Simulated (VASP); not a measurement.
# Cl (P6_3/mmc) in VASP: notebook

Runs on Cl. Level: PBEsol. Tasks: relaxation of shape and atoms at fixed volume.

All numbers are computed with VASP 6.6.1; they aren't measurements. Logs are shortened: lines on timing, memory, paths and dates and some standing lists are left out, and cuts for length are marked.

## Step 1: The cell of the first run

The structure is hexagonal, space group P6_3/mmc (No. 194). Conventional cell: a = 2.940 Å, b = 2.940 Å, c = 3.296 Å, α = 90.00°, β = 90.00°, γ = 120.00°. Within 3.1 Å of Cl (site symmetry -6m2) lie 12 Cl at 2.37 to 2.94 Å.

## Step 2: Relaxation of shape and atoms at fixed volume, PBEsol

Contents of INCAR:

```
ALGO = Normal ; EDIFF = 1E-6
EDIFFG = -0.005 ; ENCUT = 600
GGA = PS ; IBRION = 2
ISIF = 4 ; ISMEAR = -1
LASPH = True ; LCHARG = False
LREAL = False ; LWAVE = False
NELM = 60 ; NSW = 50
PREC = Accurate ; SIGMA = 0.08
```

Contents of KPOINTS:

```
k-points
0
Gamma
  15 15 8
```

Contents of POSCAR:

```
Cl
1.0
    2.9402911483      0.0000000000      0.0000000000
   -1.4701455741      2.5463668290      0.0000000000
    0.0000000000      0.0000000000      3.2963865100
Cl
2
Direct
    0.3333333333      0.6666666667      0.2500000000
    0.6666666667      0.3333333333      0.7500000000
```

Potentials or basis: VASP PAW PBE potentials, release 64 (Cl).

On the command line:

```
> cat potpaw_PBE.64/Cl/POTCAR > POTCAR
> mpirun -np 1 vasp_std > vasp.out
```

OUTCAR:

```text
EDIFF = 1E-6
   EDIFFG = -0.005
   ENCUT = 600
   GGA = PS
   IBRION = 2
   ISIF = 4
   ISMEAR = -1
   LASPH = True
   LREAL = False
   NELM = 60
   NSW = 50
   PREC = Accurate

 ion  position               nearest neighbor table
   1  0.333  0.667  0.250-   2 2.37   2 2.37   2 2.37   2 2.37   2 2.37   2 2.37
   2  0.667  0.333  0.750-   1 2.37   1 2.37   1 2.37   1 2.37   1 2.37   1 2.37

  LATTYP: Found a hexagonal cell.
 ALAT       =     2.9402911483
 C/A-ratio  =     1.1211088779

  Lattice vectors:

 A1 = (   2.9402911483,   0.0000000000,   0.0000000000)
 A2 = (  -1.4701455741,   2.5463668290,   0.0000000000)
 A3 = (   0.0000000000,   0.0000000000,   3.2963865100)

Analysis of symmetry for initial positions (statically):
=====================================================================
 Subroutine PRICEL returns:
 Original cell was already a primitive cell.

 Routine SETGRP: Setting up the symmetry group for a
 hexagonal supercell.

 Subroutine GETGRP returns: Found 24 space group operations
 (whereof 12 operations were pure point group operations)
 out of a pool of 24 trial point group operations.

The static configuration has the point symmetry D_3d.
 The point group associated with its full space group is D_6h.

Analysis of symmetry for dynamics (positions and initial velocities):
=====================================================================
 Subroutine PRICEL returns:
 Original cell was already a primitive cell.

 Routine SETGRP: Setting up the symmetry group for a
 hexagonal supercell.

 Subroutine GETGRP returns: Found 24 space group operations
 (whereof 12 operations were pure point group operations)
 out of a pool of 24 trial point group operations.

The dynamic configuration has the point symmetry D_3d.
 The point group associated with its full space group is D_6h.

 Subroutine INISYM returns: Found 24 space group operations
 (whereof 12 operations are pure point group operations),
 and found     1 'primitive' translations

----------------------------------------------------------------------------------------

                                     Primitive cell

  volume of cell :      24.6802

  direct lattice vectors                    reciprocal lattice vectors
     2.940291148  0.000000000  0.000000000     0.340102374  0.196358197  0.000000000
    -1.470145574  2.546366829  0.000000000     0.000000000  0.392716394  0.000000000
     0.000000000  0.000000000  3.296386510     0.000000000  0.000000000  0.303362484

  length of vectors
     2.940291148  2.940291148  3.296386510     0.392716394  0.392716394  0.303362484

  position of ions in fractional coordinates (direct lattice)
     0.333333333  0.666666667  0.250000000
     0.666666667  0.333333333  0.750000000

  ion indices of the primitive-cell ions
   primitive index   ion index
                 1           1
                 2           2

----------------------------------------------------------------------------------------

 KPOINTS: k-points

Automatic generation of k-mesh.
 Grid dimensions read from file:
 generate k-points for:   15   15    8

 Generating k-lattice:

  Cartesian coordinates                     Fractional coordinates (reciprocal lattice)
     0.022673492  0.013090546  0.000000000     0.066666667  0.000000000  0.000000000
     0.000000000  0.026181093  0.000000000     0.000000000  0.066666667  0.000000000
     0.000000000  0.000000000  0.037920311     0.000000000  0.000000000  0.125000000

  Length of vectors
     0.026181093  0.026181093  0.037920311

  Shift w.r.t. Gamma in fractional coordinates (k-lattice)
     0.000000000  0.000000000  0.000000000

 Subroutine IBZKPT returns following result:
 ===========================================

 Found    135 irreducible k-points:

 Following reciprocal coordinates:
            Coordinates               Weight
  0.000000  0.000000  0.000000      1.000000
  0.066667 -0.000000  0.000000      6.000000
  0.133333 -0.000000  0.000000      6.000000
  0.200000 -0.000000  0.000000      6.000000
  0.266667 -0.000000  0.000000      6.000000
  0.333333 -0.000000  0.000000      6.000000
[... 16 lines left out ...]
  0.333333  0.200000  0.000000     12.000000
  0.400000  0.200000  0.000000      6.000000
 [... further k-points ...]
   k-points           NKPTS =    135   k-points in BZ     NKDIM =    135   number of bands    NBANDS=     11
   number of dos      NEDOS =    301   number of ions     NIONS =      2
   total plane-waves  NPLWV =  16128
   dimension x,y,z NGX =    24 NGY =   24 NGZ =   28
   dimension x,y,z NGXF=    48 NGYF=   48 NGZF=   56
   ions per type =               2
   NGX,Y,Z   is equivalent  to a cutoff of  13.57, 13.57, 14.12 a.u.
   NGXF,Y,Z  is equivalent  to a cutoff of  27.14, 27.14, 28.24 a.u.
 SYSTEM =  unknown system
   PREC   = accura    normal or accurate (medium, high low for compatibility)
   ISTART =      0    job   : 0-new  1-cont  2-samecut
   ICHARG =      2    charge: 1-file 2-atom 10-const
   ISPIN  =      1    spin polarized calculation?
   LNONCOLLINEAR =      F non collinear calculations
   LSORBIT =      F    spin-orbit coupling
   LASPH  =      T    aspherical Exc in radial PAW
   ENCUT  =  600.0 eV  44.10 Ry    6.64 a.u.   5.87  5.87  6.58*2*pi/ulx,y,z
   NELM   =     60;   NELMIN=  2; NELMDL= -5     # of ELM steps
   EDIFF  = 0.1E-05   stopping-criterion for ELM
   LREAL  =      F    real-space projection
   EDIFFG = -.5E-02   stopping-criterion for IOM
   NSW    =     50    number of steps for IOM
   IBRION =      2    ionic relax: 0-MD 1-quasi-New 2-CG
   NFREE  =      1    steps in history (QN), initial steepest desc. (CG)
   ISIF   =      4    stress and relaxation
   ISYM   =      2    0-nonsym 1-usesym 2-fastsym
   POTIM  = 0.5000    time-step for ionic-motion
   TEBEG  =    0.0;   TEEND  =   0.0 temperature during run
   PSTRESS=    0.0 pullay stress
   NELECT =      14.0000    total number of electrons
   NUPDOWN=      -1.0000    fix difference up-down
   EMIN   =  10.00;   EMAX   =-10.00  energy-range for DOS
   EFERMI =   0.00;   METHOD = LEGACY
   ISMEAR =    -1;   SIGMA  =   0.08  broadening in eV -4-tet -1-fermi 0-gaus
   EFERMI_NEDOS =   21; number of points for ismear=-14 and -15
   IALGO  =     38    algorithm
   IMIX   =      4    mixing-type and parameters
     AMIX     =   0.40;   BMIX     =  1.00
     AMIX_MAG =   1.60;   BMIX_MAG =  1.00
  volume/ion in A,a.u.               =      12.34        83.28
  Fermi-wavevector in a.u.,A,eV,Ry     =   1.355193  2.560943 24.987740  1.836547
  Thomas-Fermi vector in A             =   2.482301
   LORBIT       =      0    0 simple, 1 ext, 2 COOP (PROOUT), +10 PAW based schemes
   GGA     = PS    functional components
   LHFCALC =     F    Hartree Fock is set to
   AEXX    =    0.0000 exact exchange contribution
   IVDW    =     0    specifies the selected vdW correction
   LEPSILON=     F    determine dielectric tensor
   LRPA    =     F    only Hartree local field effects (RPA)
 conjugate gradient relaxation of ions
 non-spin polarized calculation
  energy-cutoff  :      600.00
  volume of cell :       24.68
 maximum number of plane-waves:       840
 NGX is ok and might be reduce to    24
   NGX = 11   NGY = 11   NGZ = 13

--------------------------------------- Ionic step        1  -------------------------------------------

 number of electron      14.0000004 magnetization

 Free energy of the ion-electron system (eV)
  ---------------------------------------------------
  ext. energy  EPLUGINS =         0.00000000
  ---------------------------------------------------
  free energy    TOTEN  =        -0.33084123 eV

  energy without entropy =       -0.30659097  energy(sigma->0) =       -0.31871610

------------------------ aborting loop because EDIFF is reached ----------------------------------------

  FORCE on cell =-STRESS in cart. coord.  units (eV):
  Direction    XX          YY          ZZ          XY          YZ          ZX
  --------------------------------------------------------------------------------------
  -------------------------------------------------------------------------------------
  Total        9.3337002      9.3337002     15.6719701      0.0000000     -0.0000000      0.0000000
  in kB      605.9195918    605.9195918   1017.3836275      0.0000000     -0.0000000      0.0000000
  external PRESSURE =     743.0742703 kB  Pullay stress =       0.0000000 kB

 VOLUME and BASIS-vectors are now :
 -----------------------------------------------------------------------------
  energy-cutoff  :      600.00
  volume of cell :       24.68
      direct lattice vectors                 reciprocal lattice vectors
     2.940291148  0.000000000  0.000000000     0.340102374  0.196358197  0.000000000
    -1.470145574  2.546366829  0.000000000     0.000000000  0.392716394  0.000000000
     0.000000000  0.000000000  3.296386510     0.000000000  0.000000000  0.303362484
[... 145 lines left out ...]
 POSITION                                       TOTAL-FORCE (eV/Angst)
 -----------------------------------------------------------------------------------
     -0.00000      1.57518      0.95714        -0.000000     -0.000000     -0.000000
      1.36415      0.78759      2.87142         0.000000      0.000000      0.000000
 -----------------------------------------------------------------------------------
    total drift:                                0.000000     -0.000000      0.000000

  FREE ENERGIE OF THE ION-ELECTRON SYSTEM (eV)
  ---------------------------------------------------
  free  energy   TOTEN  =        -0.8233471967 eV

  energy  without entropy=       -0.7941029804  energy(sigma->0) =       -0.80872509

--------------------------------------- Ionic step        6  -------------------------------------------

 number of electron      14.0000002 magnetization

 Free energy of the ion-electron system (eV)
  ---------------------------------------------------
  ext. energy  EPLUGINS =         0.00000000
  ---------------------------------------------------
  free energy    TOTEN  =        -0.82335112 eV

  energy without entropy =       -0.79409419  energy(sigma->0) =       -0.80872265

 E-fermi :  10.2075     XC(G=0): -12.5346

 val. band max:       10.2053486671   @ k =   0.1333  -0.0000   0.3750
 cond. band min:      10.2121826605   @ k =   0.4000   0.0667   0.2500
 fundamental gap:      0.0068339934
 Fermi energy:        10.2075445888

 k-point     1 :       0.0000    0.0000    0.0000
  band No.  band energies     occupation
      1     -10.9265      2.00000
      2      -4.3063      2.00000
      3       0.3838      2.00000
      4       8.8700      2.00000
      5       8.8700      2.00000
      6      11.1841      0.00001
      7      11.1841      0.00001
      8      13.2389      0.00000
      9      17.3838      0.00000
     10      22.4446      0.00000
     11      22.4446      0.00000

 k-point     2 :       0.0667   -0.0000    0.0000
  band No.  band energies     occupation
      1     -10.8313      2.00000
      2      -4.2547      2.00000
      3       0.4772      2.00000
      4       8.2935      2.00000
      5       8.6666      2.00000
      6      10.9199      0.00027
      7      11.2493      0.00000
      8      13.0558      0.00000
      9      17.8188      0.00000
     10      21.5213      0.00000
     11      22.6327      0.00000
[... 295 lines left out ...]
 k-point    24 :       0.4000    0.2000    0.0000
  band No.  band energies     occupation
      1      -6.4336      2.00000
      2      -4.9293      2.00000
      3       2.0636      2.00000
      4       4.8561      2.00000
      5       4.9067      2.00000
      6       5.3829      2.00000
      7       6.8922      2.00000
      8       8.7672      2.00000
      9      16.4761      0.00000
     10      18.7992      0.00000
     11      24.1368      0.00000

 [... further k-points ...]
[... 5 lines left out ...]
  --------------------------------------------------------------------------------------
  -------------------------------------------------------------------------------------
  Total        9.2095626      9.2095626      9.2088874      0.0000000     -0.0000000      0.0000000
  in kB      597.8609004    597.8609005    597.8170684      0.0000000     -0.0000000      0.0000000
  external PRESSURE =     597.8462898 kB  Pullay stress =       0.0000000 kB

 VOLUME and BASIS-vectors are now :
 -----------------------------------------------------------------------------
  energy-cutoff  :      600.00
  volume of cell :       24.68
      direct lattice vectors                 reciprocal lattice vectors
     2.728847593  0.000000000  0.000000000     0.366455057  0.211572926  0.000000000
    -1.364423796  2.363251339  0.000000000    -0.000000000  0.423145851  0.000000000
    -0.000000000 -0.000000000  3.827015660     0.000000000 -0.000000000  0.261300211

 POSITION                                       TOTAL-FORCE (eV/Angst)
 -----------------------------------------------------------------------------------
     -0.00000      1.57550      0.95675         0.000000     -0.000000     -0.000000
      1.36442      0.78775      2.87026        -0.000000      0.000000      0.000000
 -----------------------------------------------------------------------------------
    total drift:                                0.000000     -0.000000      0.000000

  FREE ENERGIE OF THE ION-ELECTRON SYSTEM (eV)
  ---------------------------------------------------
  free  energy   TOTEN  =        -0.8233511185 eV

  energy  without entropy=       -0.7940941886  energy(sigma->0) =       -0.80872265

 reached required accuracy - stopping structural energy minimisation
```

Run time: 80 s. Hardware: 1 thread of Intel Xeon Platinum 8175M at 2.50GHz (Skylake/Cascade Lake), shared host; peak memory 0.16 GiB.

What came out:

```yaml
Free_energy: -0.8234 eV
Energy_gained_by_relaxing: 246.3 meV/atom
Ionic_steps: 6
Pressure_after_relaxing: 59.8 GPa
Band_gap_on_the_k_mesh: zero (bands 7 and 8 overlap by 3.97 eV)
```

Step by step:
```csv
step,energy change (eV),largest force (eV/Å),pressure (GPa),volume (Å³)
1,0.0000,0.0000,74.31,24.68
2,-0.4380,0.0000,63.78,24.68
3,-0.4925,0.0000,59.83,24.68
4,-0.4924,0.0000,59.66,24.68
5,-0.4925,0.0000,59.76,24.68
6,-0.4925,0.0000,59.78,24.68
```

Final structure:
```cif
data_structure
_symmetry_space_group_name_H-M 'P 1'
_symmetry_Int_Tables_number 1
_cell_length_a 2.7288
_cell_length_b 2.7288
_cell_length_c 3.8270
_cell_angle_alpha 90.000
_cell_angle_beta 90.000
_cell_angle_gamma 120.000
_cell_volume 24.68
loop_
_atom_site_label
_atom_site_type_symbol
_atom_site_fract_x
_atom_site_fract_y
_atom_site_fract_z
_atom_site_occupancy
Cl1 Cl 0.33333 0.66667 0.25000 1
Cl2 Cl 0.66667 0.33333 0.75000 1
```

Caveat: a cell axis changed by over 15 % at a fixed basis, so the end point is rough; the PAW data sets were made with another functional, which shifts forces and pressure a little.

(Continued in part 2 of 2.)
